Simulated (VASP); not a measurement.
Runs of VASP 6.6.1 on Al. The structure is that of space group I4/mmm (No. 139), or close to it. The cells are those of the table. 

| cell | gap on the mesh (eV) | pressure (GPa) |
| --- | --- | --- |
| a = 2.828, b = 2.828, c = 2.943 Å, angles 58.6, 58.6, 62.7°, 1 atom | none | -3.1 |
| a = 2.804, b = 2.804, c = 3.022 Å, angles 57.4, 57.4, 65.2°, 1 atom | none | (a) |
| a = 2.915, b = 2.915, c = 2.773 Å, angles 61.6, 61.6, 56.8°, 1 atom | none | (c) |
| a = 3.042, b = 3.042, c = 2.623 Å, angles 64.5, 64.5, 51.1°, 1 atom | none | 1.8 |
| a = 3.188, b = 3.188, c = 2.500 Å, angles 66.9, 66.9, 46.2°, 1 atom | none | 9.1 |
| a = 2.975, b = 2.975, c = 2.694 Å, angles 63.1, 63.1, 53.8°, 1 atom | none | (b) |
| a = 2.787, b = 2.787, c = 3.304 Å, angles 53.6, 53.6, 72.7°, 1 atom | none | -1.6 |
| a = 2.789, b = 2.789, c = 3.109 Å, angles 56.1, 56.1, 67.8°, 1 atom | none | -1.8 |
| a = 3.123, b = 3.123, c = 2.550 Å, angles 65.9, 65.9, 48.2°, 1 atom | none | 5.7 |

Alike in all rows: task single point; level LDA; potentials or basis VASP PAW LDA potentials, release 64 (Al); no spin polarisation; k mesh 22 × 22 × 22; cutoff (eV) 520; smearing gaussian 0.15 eV.

Problem. Fill in the values left out.

Solution. (a) -2.3; (b) -1.0; (c) -2.9.

Caveats: the cell stands under pressure (at least some runs); the cell stands under tension (at least some runs).

A gap of «none» marks levels without a gap at the run's occupations.
